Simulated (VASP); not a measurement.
Si2Ni: single point with PBE

Si2Ni:

```
Ni Si
1.0
     0.00000    2.70300    2.70300
     2.70300    0.00000    2.70300
     2.70300    2.70300    0.00000
Ni Si
1 2
Direct
  0.00000 0.00000 0.00000
  0.75000 0.75000 0.75000
  0.25000 0.25000 0.25000
```

```yaml
Program: VASP 6.6.1
Task: single point
Functional: PBE
Potentials_or_basis: VASP PAW PBE potentials, release 64 (Ni_sv_GW, Si)
Cutoff: 690 eV
k_mesh: 7 × 7 × 7
Occupations: fermi-dirac, width 0.05 eV
Spin: collinear spin, ferromagnetic start
Starting_moments: "[1.2, 0.0, 0.0] μB"
Fixed_moment: 1.2 μB
Dipole_correction: no
Further_INCAR_settings: ALGO = Normal; EDIFF = 1e-06; NBANDS = 24
```

The pressure is 11.6 GPa. The net moment is 1.20 μB per cell and the site moments are Ni +0.52; Si +0.15 μB. The valence electrons inside the program's atomic spheres are Ni 16.59; Si 1.60.

It took 3.9 min on 1 thread of AMD EPYC 7R43 64-Core Processor (Zen 3), on a shared host, peak memory 0.25 GiB.

Caveat: the cell stands under pressure; the total moment is fixed, so each spin has its own Fermi level and the state may be an excited one.
